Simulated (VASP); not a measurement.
# MgI2 (P-3m1) in VASP: a series of runs

The runs below take MgI2 through single point, with PBEsol.

Everything below comes from runs of VASP 6.6.1. Logs are shortened: lines on timing, memory, paths and dates and some standing lists are left out, and cuts for length are marked.

### 1 The cell of the first run

The structure is trigonal, space group P-3m1 (No. 164). The conventional cell has a = 4.140 Å, b = 4.140 Å, c = 6.839 Å, α = 90.00°, β = 90.00°, γ = 120.00°. Within 3.8 Å of Mg (site symmetry -3m) lie 6 I at 2.91 Å. Within 3.8 Å of I (site symmetry 3m) lie 3 Mg at 2.91 Å.

### 2 Single point, PBEsol (volume scaled by 0.99)

Input file INCAR:

```
PREC = Accurate
ENCUT = 520
EDIFF = 1E-6
ISMEAR = -1
SIGMA = 0.03
LREAL = F
LASPH = T
NELM = 100
ALGO = Normal
ISIF = 2
LWAVE = F
LCHARG = F
GGA = PS
NBANDS = 15
```

Input file KPOINTS:

```
Automatic mesh
0
Gamma
  7 7 4
```

Input file POSCAR:

```
MgI2
1.0
    4.1398080440      0.0000000000      0.0000000000
   -2.0699040220      3.5851789328      0.0000000000
    0.0000000000      0.0000000000      6.8390499958
Mg I
1 2
Direct
    0.0000000000      0.0000000000      0.0000000000
    0.3333333333      0.6666666667      0.7576300000
    0.6666666667      0.3333333333      0.2423700000
```

Potentials or basis: VASP PAW PBE potentials, release 64 (Mg, I).

On the command line:

```console
$ cat potpaw_PBE.64/Mg/POTCAR potpaw_PBE.64/I/POTCAR > POTCAR
$ mpirun -np 1 vasp_std > vasp.out
```

OUTCAR:

```text
PREC = Accurate
   ENCUT = 520
   EDIFF = 1E-6
   ISMEAR = -1
   LREAL = F
   LASPH = T
   NELM = 100
   ISIF = 2
   GGA = PS

 ion  position               nearest neighbor table
   1  0.000  0.000  0.000-   2 2.91   3 2.91   2 2.91   3 2.91   3 2.91   2 2.91
   2  0.333  0.667  0.758-   1 2.91   1 2.91   1 2.91
   3  0.667  0.333  0.242-   1 2.91   1 2.91   1 2.91

  LATTYP: Found a hexagonal cell.
 ALAT       =     4.1398080440
 C/A-ratio  =     1.6520210413

  Lattice vectors:

 A1 = (   4.1398080440,   0.0000000000,   0.0000000000)
 A2 = (  -2.0699040220,   3.5851789328,   0.0000000000)
 A3 = (   0.0000000000,   0.0000000000,   6.8390499958)

Analysis of symmetry for initial positions (statically):
=====================================================================
 Subroutine PRICEL returns:
 Original cell was already a primitive cell.

 Routine SETGRP: Setting up the symmetry group for a
 hexagonal supercell.

 Subroutine GETGRP returns: Found 12 space group operations
 (whereof 12 operations were pure point group operations)
 out of a pool of 24 trial point group operations.

The static configuration has the point symmetry D_3d.

Analysis of symmetry for dynamics (positions and initial velocities):
=====================================================================
 Subroutine PRICEL returns:
 Original cell was already a primitive cell.

 Routine SETGRP: Setting up the symmetry group for a
 hexagonal supercell.

 Subroutine GETGRP returns: Found 12 space group operations
 (whereof 12 operations were pure point group operations)
 out of a pool of 24 trial point group operations.

The dynamic configuration has the point symmetry D_3d.

 Subroutine INISYM returns: Found 12 space group operations
 (whereof 12 operations are pure point group operations),
 and found     1 'primitive' translations

----------------------------------------------------------------------------------------

                                     Primitive cell

  volume of cell :     101.5049

  direct lattice vectors                    reciprocal lattice vectors
     4.139808044  0.000000000  0.000000000     0.241557094  0.139463053  0.000000000
    -2.069904022  3.585178933  0.000000000     0.000000000  0.278926106  0.000000000
     0.000000000  0.000000000  6.839049996     0.000000000  0.000000000  0.146219139

  length of vectors
     4.139808044  4.139808044  6.839049996     0.278926106  0.278926106  0.146219139

  position of ions in fractional coordinates (direct lattice)
     0.000000000  0.000000000  0.000000000
     0.333333333  0.666666667  0.757630000
     0.666666667  0.333333333  0.242370000

  ion indices of the primitive-cell ions
   primitive index   ion index
                 1           1
                 2           2
                 3           3

----------------------------------------------------------------------------------------

 KPOINTS: Automatic mesh

Automatic generation of k-mesh.
 Grid dimensions read from file:
 generate k-points for:    7    7    4

 Generating k-lattice:

  Cartesian coordinates                     Fractional coordinates (reciprocal lattice)
     0.034508156  0.019923293  0.000000000     0.142857143  0.000000000  0.000000000
     0.000000000  0.039846587  0.000000000     0.000000000  0.142857143  0.000000000
     0.000000000  0.000000000  0.036554785     0.000000000  0.000000000  0.250000000

  Length of vectors
     0.039846587  0.039846587  0.036554785

  Shift w.r.t. Gamma in fractional coordinates (k-lattice)
     0.000000000  0.000000000  0.000000000

 Subroutine IBZKPT returns following result:
 ===========================================

 Found     28 irreducible k-points:

 Following reciprocal coordinates:
            Coordinates               Weight
  0.000000  0.000000  0.000000      1.000000
  0.142857  0.000000  0.000000      6.000000
  0.285714  0.000000  0.000000      6.000000
  0.428571  0.000000  0.000000      6.000000
  0.142857  0.142857  0.000000      6.000000
  0.285714  0.142857  0.000000     12.000000
[... 16 lines left out ...]
  0.285714  0.000000  0.500000      6.000000
  0.428571  0.000000  0.500000      6.000000
 [... further k-points ...]
   k-points           NKPTS =     28   k-points in BZ     NKDIM =     28   number of bands    NBANDS=     15
   number of dos      NEDOS =    301   number of ions     NIONS =      3
   total plane-waves  NPLWV =  55296
   dimension x,y,z NGX =    32 NGY =   32 NGZ =   54
   dimension x,y,z NGXF=    64 NGYF=   64 NGZF=  108
   ions per type =               1   2
   NGX,Y,Z   is equivalent  to a cutoff of  12.85, 12.85, 13.13 a.u.
   NGXF,Y,Z  is equivalent  to a cutoff of  25.70, 25.70, 26.25 a.u.
 SYSTEM =  unknown system
   PREC   = accura    normal or accurate (medium, high low for compatibility)
   ISTART =      0    job   : 0-new  1-cont  2-samecut
   ICHARG =      2    charge: 1-file 2-atom 10-const
   ISPIN  =      1    spin polarized calculation?
   LNONCOLLINEAR =      F non collinear calculations
   LSORBIT =      F    spin-orbit coupling
   LASPH  =      T    aspherical Exc in radial PAW
   ENCUT  =  520.0 eV  38.22 Ry    6.18 a.u.   7.70  7.70 12.72*2*pi/ulx,y,z
   NELM   =    100;   NELMIN=  2; NELMDL= -5     # of ELM steps
   EDIFF  = 0.1E-05   stopping-criterion for ELM
   LREAL  =      F    real-space projection
   EDIFFG = 0.1E-04   stopping-criterion for IOM
   NSW    =      0    number of steps for IOM
   IBRION =     -1    ionic relax: 0-MD 1-quasi-New 2-CG
   NFREE  =      0    steps in history (QN), initial steepest desc. (CG)
   ISIF   =      2    stress and relaxation
   ISYM   =      2    0-nonsym 1-usesym 2-fastsym
   POTIM  = 0.5000    time-step for ionic-motion
   TEBEG  =    0.0;   TEEND  =   0.0 temperature during run
   PSTRESS=    0.0 pullay stress
   NELECT =      16.0000    total number of electrons
   NUPDOWN=      -1.0000    fix difference up-down
   EMIN   =  10.00;   EMAX   =-10.00  energy-range for DOS
   EFERMI =   0.00;   METHOD = LEGACY
   ISMEAR =    -1;   SIGMA  =   0.03  broadening in eV -4-tet -1-fermi 0-gaus
   EFERMI_NEDOS =   21; number of points for ismear=-14 and -15
   IALGO  =     38    algorithm
   IMIX   =      4    mixing-type and parameters
     AMIX     =   0.40;   BMIX     =  1.00
     AMIX_MAG =   1.60;   BMIX_MAG =  1.00
  volume/ion in A,a.u.               =      33.83       228.33
  Fermi-wavevector in a.u.,A,eV,Ry     =   0.884340  1.671160 10.640532  0.782057
  Thomas-Fermi vector in A             =   2.005227
   LORBIT       =      0    0 simple, 1 ext, 2 COOP (PROOUT), +10 PAW based schemes
   GGA     = PS    functional components
   LHFCALC =     F    Hartree Fock is set to
   AEXX    =    0.0000 exact exchange contribution
   IVDW    =     0    specifies the selected vdW correction
   LEPSILON=     F    determine dielectric tensor
   LRPA    =     F    only Hartree local field effects (RPA)
 non-spin polarized calculation
  energy-cutoff  :      520.00
  volume of cell :      101.50
 maximum number of plane-waves:      2754
 NGX is ok and might be reduce to    32
   NGX = 15   NGY = 15   NGZ = 25

 number of electron      16.0000001 magnetization

 Free energy of the ion-electron system (eV)
  ---------------------------------------------------
  ext. energy  EPLUGINS =         0.00000000
  ---------------------------------------------------
  free energy    TOTEN  =        -8.42060623 eV

  energy without entropy =       -8.42060623  energy(sigma->0) =       -8.42060623

 E-fermi :   2.9560     XC(G=0):  -8.4162

 val. band max:        2.3308389585   @ k =   0.0000   0.0000   0.0000
 cond. band min:       5.7983847274   @ k =   0.4286   0.0000   0.2500
 fundamental gap:      3.4675457689
 Fermi energy:         2.9559903009

 k-point     1 :       0.0000    0.0000    0.0000
  band No.  band energies     occupation
      1      -9.8508      2.00000
      2      -9.1116      2.00000
      3      -1.3118      2.00000
      4       1.8401      2.00000
      5       1.8401      2.00000
      6       2.2377      2.00000
      7       2.2377      2.00000
      8       2.3308      2.00000
      9       5.9400      0.00000
     10       6.9531      0.00000
     11       8.9588      0.00000
     12       8.9588      0.00000
     13       9.7055      0.00000
     14      10.3916      0.00000
     15      10.3916      0.00000

 k-point     2 :       0.1429    0.0000    0.0000
  band No.  band energies     occupation
      1      -9.7426      2.00000
      2      -9.0561      2.00000
      3      -1.1628      2.00000
      4       1.0379      2.00000
      5       1.5348      2.00000
      6       1.5892      2.00000
      7       2.2021      2.00000
      8       2.2569      2.00000
      9       6.7176      0.00000
     10       7.5841      0.00000
     11       8.3539      0.00000
     12       9.2652      0.00000
     13       9.5856      0.00000
     14      10.2682      0.00000
     15      10.6932      0.00000

 k-point     3 :       0.2857    0.0000    0.0000
  band No.  band energies     occupation
      1      -9.4648      2.00000
      2      -8.9403      2.00000
      3      -0.8738      2.00000
      4      -0.1791      2.00000
      5       0.5022      2.00000
      6       1.1801      2.00000
      7       1.9738      2.00000
      8       2.0272      2.00000
      9       6.5668      0.00000
     10       7.7060      0.00000
     11       8.3893      0.00000
     12       9.4273      0.00000
     13       9.6354      0.00000
     14      10.5381      0.00000
     15      11.1542      0.00000
[... 343 lines left out ...]
 k-point    23 :       0.2857    0.0000    0.5000
  band No.  band energies     occupation
      1      -9.3425      2.00000
      2      -9.0849      2.00000
      3      -0.7961      2.00000
      4      -0.2485      2.00000
      5       1.0951      2.00000
      6       1.3417      2.00000
      7       1.3679      2.00000
      8       1.8091      2.00000
      9       6.4207      0.00000
     10       7.7199      0.00000
     11       8.6175      0.00000
     12       9.1824      0.00000
     13       9.8394      0.00000
     14      10.8991      0.00000
     15      11.2518      0.00000

 k-point    24 :       0.4286    0.0000    0.5000
  band No.  band energies     occupation
      1      -9.0962      2.00000
      2      -8.9646      2.00000
      3      -1.3766      2.00000
      4      -0.8949      2.00000
      5       1.0943      2.00000
      6       1.1281      2.00000
      7       1.4745      2.00000
      8       1.6205      2.00000
      9       5.8860      0.00000
     10       7.3996      0.00000
     11       8.0262      0.00000
     12       8.3929      0.00000
     13      10.0230      0.00000
     14      12.0884      0.00000
     15      12.3403      0.00000

 [... further k-points ...]

------------------------ aborting loop because EDIFF is reached ----------------------------------------

  FORCE on cell =-STRESS in cart. coord.  units (eV):
  Direction    XX          YY          ZZ          XY          YZ          ZX
  --------------------------------------------------------------------------------------
  -------------------------------------------------------------------------------------
  Total       -0.0235721     -0.0235721      0.2208979      0.0000000      0.0000000      0.0000000
  in kB       -0.3720673     -0.3720673      3.4867062      0.0000000      0.0000000      0.0000000
  external PRESSURE =       0.9141905 kB  Pullay stress =       0.0000000 kB

 VOLUME and BASIS-vectors are now :
 -----------------------------------------------------------------------------
  energy-cutoff  :      520.00
  volume of cell :      101.50
      direct lattice vectors                 reciprocal lattice vectors
     4.139808044  0.000000000  0.000000000     0.241557094  0.139463053  0.000000000
    -2.069904022  3.585178933  0.000000000     0.000000000  0.278926106  0.000000000
     0.000000000  0.000000000  6.839049996     0.000000000  0.000000000  0.146219139

 POSITION                                       TOTAL-FORCE (eV/Angst)
 -----------------------------------------------------------------------------------
      0.00000      0.00000      0.00000         0.000000      0.000000      0.000000
     -0.00000      2.39012      5.18147         0.000000     -0.000000     -0.010635
      2.06990      1.19506      1.65758        -0.000000      0.000000      0.010635
 -----------------------------------------------------------------------------------
    total drift:                               -0.000000      0.000000     -0.000000

  FREE ENERGIE OF THE ION-ELECTRON SYSTEM (eV)
  ---------------------------------------------------
  free  energy   TOTEN  =        -8.4206062312 eV

  energy  without entropy=       -8.4206062312  energy(sigma->0) =       -8.42060623
```

Run time: 20 s. Hardware: 1 thread of Intel Xeon 6975P-C (Granite Rapids), shared host; peak memory 0.24 GiB.

What came out:

- Free energy: -8.4206 eV
- Pressure: 0.1 GPa
- Largest force: 0.011 eV/Å
- Band gap on the k mesh: 3.47 eV, indirect (least direct gap 3.61 eV)

Forces on the atoms (eV/Å):
```
Mg   0.000  0.000  0.000
I    0.000  0.000 -0.011
I    0.000  0.000  0.011
```

Caveat: the PAW data sets were made with another functional, which shifts forces and pressure a little; spin-orbit coupling is left out, which moves the levels of the heavy elements; this functional lacks dispersion, which binds the layers, so the pressure and a relaxed spacing across them are unreliable. A k mesh can miss the band edges.

### 3 Single point, PBEsol (zz strain of -1 %)

Input file INCAR:

```
PREC = Accurate
ENCUT = 520
EDIFF = 1E-7
ISMEAR = -1
SIGMA = 0.03
LREAL = False
LASPH = True
NELM = 80
ALGO = Normal
ISIF = 2
LWAVE = False
LCHARG = False
GGA = PS
NBANDS = 15
```

KPOINTS is that of step 2.

Input file POSCAR:

```
MgI2
1.0
    4.1537001214      0.0000000000      0.0000000000
   -2.0768500607      3.5972098248      0.0000000000
    0.0000000000      0.0000000000      6.7933800000
Mg I
1 2
Direct
    0.0000000000      0.0000000000      0.0000000000
    0.3333333333      0.6666666667      0.7576300000
    0.6666666667      0.3333333333      0.2423700000
```

Potentials or basis: VASP PAW PBE potentials, release 64 (Mg, I).

On the command line:

```console
$ cat potpaw_PBE.64/Mg/POTCAR potpaw_PBE.64/I/POTCAR > POTCAR
$ mpirun -np 1 vasp_std > vasp.out
```

OUTCAR:

```text
PREC = Accurate
   ENCUT = 520
   EDIFF = 1E-7
   ISMEAR = -1
   LREAL = False
   LASPH = True
   NELM = 80
   ISIF = 2
   GGA = PS

 ion  position               nearest neighbor table
   1  0.000  0.000  0.000-   2 2.91   3 2.91   2 2.91   3 2.91   3 2.91   2 2.91
   2  0.333  0.667  0.758-   1 2.91   1 2.91   1 2.91
   3  0.667  0.333  0.242-   1 2.91   1 2.91   1 2.91

  LATTYP: Found a hexagonal cell.
 ALAT       =     4.1537001214
 C/A-ratio  =     1.6355008309

  Lattice vectors:

[... 613 lines left out ...]
     11       8.0650      0.00000
     12       8.4223      0.00000
     13      10.0331      0.00000
     14      12.1254      0.00000
     15      12.3808      0.00000

 [... further k-points ...]
[... 5 lines left out ...]
  --------------------------------------------------------------------------------------
  -------------------------------------------------------------------------------------
  Total       -0.0882766     -0.0882766      0.3375755      0.0000000      0.0000000      0.0000000
  in kB       -1.3933796     -1.3933796      5.3283741      0.0000000      0.0000000      0.0000000
  external PRESSURE =       0.8472050 kB  Pullay stress =       0.0000000 kB

 VOLUME and BASIS-vectors are now :
 -----------------------------------------------------------------------------
  energy-cutoff  :      520.00
  volume of cell :      101.50
      direct lattice vectors                 reciprocal lattice vectors
     4.153700121  0.000000000  0.000000000     0.240749205  0.138996618  0.000000000
    -2.076850061  3.597209825  0.000000000     0.000000000  0.277993236  0.000000000
     0.000000000  0.000000000  6.793380000     0.000000000  0.000000000  0.147202129

 POSITION                                       TOTAL-FORCE (eV/Angst)
 -----------------------------------------------------------------------------------
      0.00000      0.00000      0.00000         0.000000      0.000000      0.000000
     -0.00000      2.39814      5.14687         0.000000      0.000000     -0.035456
      2.07685      1.19907      1.64651        -0.000000     -0.000000      0.035456
 -----------------------------------------------------------------------------------
    total drift:                               -0.000000      0.000000     -0.000000

  FREE ENERGIE OF THE ION-ELECTRON SYSTEM (eV)
  ---------------------------------------------------
  free  energy   TOTEN  =        -8.4183578401 eV

  energy  without entropy=       -8.4183578400  energy(sigma->0) =       -8.41835784
```

OSZICAR:

```text
N       E                     dE             d eps       ncg     rms          rms(c)
DAV:   1     0.744512788687E+02    0.74451E+02   -0.57023E+03   840   0.839E+02
DAV:   2    -0.264215012436E+01   -0.77093E+02   -0.70014E+02  1184   0.130E+02
DAV:   3    -0.846331700834E+01   -0.58212E+01   -0.57970E+01  1134   0.414E+01
DAV:   4    -0.857169762885E+01   -0.10838E+00   -0.10837E+00  1144   0.673E+00
DAV:   5    -0.857283184956E+01   -0.11342E-02   -0.11342E-02  1171   0.640E-01    0.405E+00
DAV:   6    -0.844979498288E+01    0.12304E+00   -0.98744E-02   945   0.157E+00    0.266E+00
DAV:   7    -0.842056301349E+01    0.29232E-01   -0.10249E-01  1001   0.156E+00    0.634E-01
DAV:   8    -0.841837321366E+01    0.21898E-02   -0.74916E-03   952   0.478E-01    0.258E-01
DAV:   9    -0.841836770031E+01    0.55133E-05   -0.76863E-04  1155   0.163E-01    0.102E-01
DAV:  10    -0.841835556010E+01    0.12140E-04   -0.36968E-05  1001   0.405E-02    0.364E-02
DAV:  11    -0.841835765693E+01   -0.20968E-05   -0.59389E-06  1057   0.139E-02    0.221E-02
DAV:  12    -0.841835776071E+01   -0.10378E-06   -0.51863E-07  1127   0.399E-03    0.776E-03
DAV:  13    -0.841835784005E+01   -0.79342E-07   -0.46991E-08   784   0.124E-03
   1 F= -.84183578E+01 E0= -.84183578E+01  d E =-.477410E-10
```

stdout:

```text
POSCAR found type information on POSCAR MgI
 POSCAR found :  2 types and       3 ions
 scaLAPACK will be used
 -----------------------------------------------------------------------------
|                                                                             |
|                                                                             |
|     You enforced a specific xc type in the INCAR file but a different       |
|     I HOPE YOU KNOW WHAT YOU ARE DOING!                                     |
|                                                                             |
 -----------------------------------------------------------------------------

 LDA part: xc-table for (Slater+PW92), standard interpolation
 POSCAR, INCAR and KPOINTS ok, starting setup
 FFT: planning ... GRIDC
 FFT: planning ... GRID_SOFT
 FFT: planning ... GRID
 WAVECAR not read
 entering main loop
```

Run time: 20 s. Hardware: 1 thread of Intel Xeon 6975P-C (Granite Rapids), shared host; peak memory 0.24 GiB.

What came out:

| Quantity | Value |
| --- | --- |
| Free energy | -8.4184 eV |
| Pressure | 0.1 GPa |
| Largest force | 0.035 eV/Å |
| Band gap on the k mesh | 3.41 eV, indirect (least direct gap 3.54 eV) |

Forces in eV/Å, atoms in the order of the input:
```
Mg   0.000  0.000  0.000
I    0.000  0.000 -0.035
I    0.000  0.000  0.035
```

Stress tensor (GPa, compression positive):
```
-0.14  0.00  0.00
 0.00 -0.14  0.00
 0.00  0.00  0.53
```

Levels at points of the mesh, in eV from the valence-band top:
| k point | band 5 | band 6 | band 7 | band 8 | band 9 | band 10 | band 11 | band 12 |
| --- | --- | --- | --- | --- | --- | --- | --- | --- |
| (0.00, 0.00, 0.00) | -0.57 | -0.16 | -0.16 | 0.00 | 3.54 | 4.54 | 6.54 | 6.54 |
| (0.00, 0.00, 0.50) | -0.47 | -0.47 | -0.27 | -0.27 | 4.52 | 4.65 | 6.35 | 6.35 |

Caveat: the cell differs from its parent crystal (zz strain of -1 %); the PAW data sets were made with another functional, which shifts forces and pressure a little; spin-orbit coupling is left out, which moves the levels of the heavy elements; this functional lacks dispersion, which binds the layers, so the pressure and a relaxed spacing across them are unreliable.
